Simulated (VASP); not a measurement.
Ga2O3, 10 atoms in the cell. The typed cell holds 10 atoms: a = 6.219 Å, b = 6.444 Å, c = 5.957 Å, α = 105.34°, β = 101.12°, γ = 28.34°. 

- Program: VASP 6.6.1
- Task: single point
- Functional: PBE
- Potentials or basis: VASP PAW PBE potentials, release 64 (Ga_d, O)
- Cutoff: 520 eV
- k mesh: 8 × 8 × 4
- Occupations: gaussian, width 0.05 eV
- Spin: no spin polarisation
- Dipole correction: no
- Further INCAR settings: ALGO = Normal; EDIFF = 1e-06; NBANDS = 55

Potentials or basis: VASP PAW PBE potentials, release 64 (Ga_d, O).

Command:

```console
$ cat potpaw_PBE.64/Ga_d/POTCAR potpaw_PBE.64/O/POTCAR > POTCAR
$ mpirun -np 1 vasp_std > vasp.out
```

Hardware: 1 thread of Oxide Virtual Turin-like Processor, on a shared host.

Estimate the wall time of this run.

It took 36 min on 1 thread of Oxide Virtual Turin-like Processor (shared host), peak memory 0.68 GiB. Counts: scf iterations 15, k points 132.
